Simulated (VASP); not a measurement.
Set up this calculation in VASP 6.6.1, as the native input.

| Item | Value |
| --- | --- |
| Task | single point |
| Functional | PBE |
| Potentials or basis | VASP PAW PBE potentials, release 64 (Ti_sv, C) |
| Cutoff | 520 eV |
| k mesh | 10 × 10 × 10 |
| Occupations | gaussian, width 0.011 eV |
| Spin | no spin polarisation |
| Dipole correction | no |
| Further INCAR settings | ALGO = Normal; EDIFF = 1e-06; NBANDS = 15 |

The structure of TiC lies in POSCAR:

```
TiC
1.0
    3.0420900000      0.0000000000      0.0000000000
   -1.5210400000      2.6345200000      0.0000000000
    0.0000000000      0.0000000000      2.6979700000
Ti C
1 1
Direct
    0.0000000000      0.0000000000      0.5000000000
    0.3333300000      0.6666700000      0.0000000000
```

These files were run (other wordings do the same):

INCAR

```
SYSTEM = TiC
PREC     = Accurate       ! precision mode
ENCUT    = 520            ! plane-wave cutoff, eV
EDIFF    = 1E-6           ! SCF threshold, eV
ISMEAR   = 0              ! smearing method
SIGMA    = 0.011          ! smearing width, eV
LREAL    = .False.        ! projectors in reciprocal space
LASPH    = .True.         ! aspherical terms in the spheres
NELM     = 100            ! most SCF steps
ALGO     = Normal         ! electronic algorithm
ISIF     = 2              ! what is computed and relaxed
LWAVE    = .False.        ! write WAVECAR
LCHARG   = .False.        ! write CHGCAR
GGA      = PE             ! functional
NBANDS   = 15             ! bands
```

KPOINTS

```
regular mesh
0
Gamma
  10 10 10
  0 0 0
```

Potentials or basis: VASP PAW PBE potentials, release 64 (Ti_sv, C).

The run is started by

```sh
$ cat potpaw_PBE.64/Ti_sv/POTCAR potpaw_PBE.64/C/POTCAR > POTCAR
$ mpirun -np 1 vasp_std > vasp.out
```

It gave:

```
Pressure               : 0.2 GPa
Band gap on the k mesh : zero (bands 8 and 9 overlap by 0.07 eV)
```

Run time: 68 s on 1 thread of Intel Xeon 8259CL (shared host), peak memory 0.18 GiB.
